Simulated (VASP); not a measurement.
# ScHO2 (R-3m) in VASP: notebook, part 2 of 2

VASP 6.6.1. The steps go on from the part before.

### 4 Single point, LDA

This run uses another cell than the first one, of the same volume but with other edges.

File INCAR:

```
SYSTEM = ScHO2
ALGO = Normal ; EDIFF = 1E-6
ENCUT = 520 ; ISIF = 2
ISMEAR = 0 ; LASPH = .True.
LCHARG = .False. ; LREAL = .False.
LWAVE = .False. ; NBANDS = 20
NELM = 80 ; PREC = Accurate
SIGMA = 0.05
```

File KPOINTS:

```
k-points
0
Gamma
  9 9 9
  0 0 0
```

File POSCAR:

```
ScHO2
1.0
    1.6621505408      0.9596430622      4.2859326680
   -1.6621505408      0.9596430622      4.2859326680
    0.0000000000     -1.9192861244      4.2859326680
Sc H O
1 1 2
Direct
    0.0000000000      0.0000000000      0.0000000000
    0.5000000000      0.5000000000      0.5000000000
    0.5897010000      0.5897010000      0.5897010000
    0.4102990000      0.4102990000      0.4102990000
```

Started as:

```
$ cat potpaw_LDA.64/Sc_sv/POTCAR potpaw_LDA.64/H/POTCAR potpaw_LDA.64/O/POTCAR > POTCAR
$ mpirun -np 1 vasp_std > vasp.out
```

Wall time 2.9 min (1 thread of Intel Xeon 8259CL, shared host); peak memory 0.22 GiB.

It converged, with:

```yaml
Free_energy: -32.1159 eV
Pressure: -6.2 GPa
Largest_force: 1.800 eV/Å
Band_gap_on_the_k_mesh: 3.60 eV (least direct gap 3.79 eV)
```

Forces in eV/Å, atoms in the order of the input:
```
Sc   0.000  0.000  0.000
H    0.000  0.000  0.000
O    0.000  0.000  1.800
O    0.000  0.000 -1.800
```

Stress tensor (GPa, compression positive):
```
-15.64   0.00   0.00
  0.00 -15.64   0.00
  0.00   0.00  12.72
```

Levels at points of the mesh, in eV from the valence-band top:
```tsv
k point	band 9	band 10	band 11	band 12	band 13	band 14	band 15	band 16
(0.00, 0.00, 0.00)	-2.61	-0.99	-0.99	-0.10	3.69	4.23	4.23	6.06
```

Caveat: the stress differs along the axes, from -16 to 13 GPa; forces of over 1 eV/Å act on the atoms, so gaps and moduli don't describe the material at rest. A k mesh can miss the band edges.

### 5 Single point, LDA

This run uses another cell than the first one, of the same volume but with other edges.

File INCAR:

```
SYSTEM = ScHO2
  PREC = Accurate
  ENCUT = 520
  EDIFF = 1E-6
  ISMEAR = 0
  SIGMA = 0.05
  LREAL = .False.
  LASPH = .True.
  NELM = 60
  ALGO = Normal
  ISIF = 2
  LWAVE = .False.
  LCHARG = .True.
  GGA = CA
  LELF = .True.
  LVHAR = .True.
  NBANDS = 20
```

File KPOINTS:

```
regular mesh
0
Gamma
  9 9 9
  0 0 0
```

File POSCAR:

```
ScHO2
1.0
    1.5660371824      0.9041519888      4.8281629144
   -1.5660371824      0.9041519888      4.8281629144
    0.0000000000     -1.8083039777      4.8281629144
Sc H O
1 1 2
Direct
    0.0000000000      0.0000000000      0.0000000000
    0.5000000000      0.5000000000      0.5000000000
    0.5897010000      0.5897010000      0.5897010000
    0.4102990000      0.4102990000      0.4102990000
```

Started as:

```
$ cat potpaw_LDA.64/Sc_sv/POTCAR potpaw_LDA.64/H/POTCAR potpaw_LDA.64/O/POTCAR > POTCAR
$ mpirun -np 1 vasp_std > vasp.out
```

It took 4.2 min on 1 thread of Intel Xeon 8259CL, shared host; peak memory 0.24 GiB.

The run converged. Its results:

```yaml
Free_energy: -32.1021 eV
Pressure: -10.0 GPa
Largest_force: 0.455 eV/Å
Band_gap_on_the_k_mesh: 3.75 eV (least direct gap 4.47 eV)
```

Forces on the atoms (eV/Å):
```
Sc   0.000  0.000  0.000
H    0.000  0.000  0.000
O    0.000  0.000 -0.455
O    0.000  0.000  0.455
```

Stress tensor (GPa, compression positive):
```
 -0.93   0.00   0.00
  0.00  -0.93   0.00
  0.00   0.00 -28.22
```

Levels at points of the mesh, in eV from the valence-band top:
| k point | band 10 | band 11 | band 12 | band 13 | band 14 | band 15 |
| --- | --- | --- | --- | --- | --- | --- |
| (0.00, 0.00, 0.00) | -0.41 | -0.28 | -0.28 | 4.68 | 4.90 | 4.90 |

Caveat: the stress differs along the axes, from -28 to -1 GPa. A k mesh can miss the band edges.

### 6 Single point, LDA

This run uses another cell than the first one, of the same volume but with other edges.

File INCAR:

```
ALGO = Normal
EDIFF = 1E-6
ENCUT = 520
GGA = CA
ISIF = 2
ISMEAR = 0
LASPH = T
LCHARG = T
LELF = T
LREAL = F
LVHAR = T
LWAVE = F
NBANDS = 20
NELM = 100
PREC = Accurate
SIGMA = 0.05
```

File KPOINTS:

```
k-points
0
Gamma
  9 9 9
```

File POSCAR:

```
ScHO2
1.0
    1.6387368511      0.9461251621      4.4092793502
   -1.6387368511      0.9461251621      4.4092793502
    0.0000000000     -1.8922503242      4.4092793502
Sc H O
1 1 2
Direct
    0.0000000000      0.0000000000      0.0000000000
    0.5000000000      0.5000000000      0.5000000000
    0.5897010000      0.5897010000      0.5897010000
    0.4102990000      0.4102990000      0.4102990000
```

Potentials or basis: VASP PAW LDA potentials, release 64 (Sc_sv, H, O).

Started as:

```
$ cat potpaw_LDA.64/Sc_sv/POTCAR potpaw_LDA.64/H/POTCAR potpaw_LDA.64/O/POTCAR > POTCAR
$ mpirun -np 1 vasp_std > vasp.out
```

It took 3 min on 1 thread of Intel Xeon 8259CL, shared host; peak memory 0.22 GiB.

The run converged. Its results:

| Property | Result |
| --- | --- |
| Free energy | -32.2692 eV |
| Pressure | -7.6 GPa |
| Largest force | 0.989 eV/Å |
| Band gap on the k mesh | 3.76 eV (least direct gap 4.08 eV) |

Forces on the atoms (eV/Å):
```
Sc   0.000  0.000  0.000
H    0.000  0.000  0.000
O    0.000  0.000  0.989
O    0.000  0.000 -0.989
```

Stress tensor (GPa, compression positive):
```
-12.27   0.00   0.00
  0.00 -12.27   0.00
  0.00   0.00   1.69
```

Levels at points of the mesh, in eV from the valence-band top:
```csv
k point,band 10,band 11,band 12,band 13,band 14,band 15
"(0.00, 0.00, 0.00)",-0.77,-0.77,-0.13,4.11,4.47,4.47
```

Caveat: the stress differs along the axes, from -12 to 2 GPa.

### 7 Summary

```csv
cell,gap on the mesh (eV),pressure (GPa),largest force (eV/Å)
"a = 4.518 Å, angles 44.4°, 4 atoms",2.85,-2.5,3.89
"a = 5.410 Å, angles 32.7°, 4 atoms",3.31,-10.3,0.65
"a = 4.696 Å, angles 41.5°, 4 atoms",3.60,-6.2,1.80
"a = 5.156 Å, angles 35.4°, 4 atoms",3.75,-10.0,0.45
"a = 4.798 Å, angles 39.9°, 4 atoms",3.76,-7.6,0.99
```

Alike in all rows: task single point; level LDA; potentials or basis VASP PAW LDA potentials, release 64 (Sc_sv, H, O); no spin polarisation; k mesh 9 × 9 × 9; cutoff (eV) 520; smearing gaussian 0.05 eV.

Caveats: forces of over 1 eV/Å act on the atoms, so gaps and moduli don't describe the material at rest (at least some runs); the stress differs along the axes, from -22 to 36 GPa (at least some runs); the stress differs along the axes, from -44 to 7 GPa (at least some runs); the stress differs along the axes, from -16 to 13 GPa (at least some runs); the stress differs along the axes, from -28 to -1 GPa (at least some runs); the stress differs along the axes, from -12 to 2 GPa (at least some runs).

Absolute energies hang on the potentials; compare differences alone.
